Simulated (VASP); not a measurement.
## Ba3Al (L12 type): single point with PBEsol

Ba3Al (L12 type):

```
Al Ba
1.0
     5.44357    0.00000    0.00000
     0.00000    5.44357    0.00000
     0.00000    0.00000    5.44357
Al Ba
1 3
Direct
  0.00000 0.00000 0.00000
  0.00000 0.50000 0.50000
  0.50000 0.00000 0.50000
  0.50000 0.50000 0.00000
```

| Quantity | Value |
| --- | --- |
| Program | VASP 6.6.1 |
| Task | single point |
| Functional | PBEsol |
| Potentials or basis | VASP PAW PBE potentials, release 64 (Al, Ba_sv) |
| Cutoff | 500 eV |
| k mesh | 7 × 7 × 7 |
| Occupations | fermi-dirac, width 0.05 eV |
| Spin | no spin polarisation |

The pressure is 0.3 GPa and the band gap on the k mesh is zero (an odd number of electrons rules out a gap without spin polarisation).

Levels at points of the mesh, in eV from the Fermi level:
| k point | band 13 | band 14 | band 15 | band 16 | band 17 | band 18 | band 19 | band 20 | band 21 | band 22 |
| --- | --- | --- | --- | --- | --- | --- | --- | --- | --- | --- |
| (0.00, 0.00, 0.00) | -4.74 | -1.93 | -0.23 | -0.23 | -0.01 | -0.01 | -0.01 | 1.25 | 1.25 | 1.25 |

Run time: 79 s on 1 thread of Intel Xeon 8259CL (shared host), peak memory 0.27 GiB.

Caveat: the PAW data sets were made with another functional, which shifts forces and pressure a little; spin-orbit coupling is left out, which moves the levels of the heavy elements.
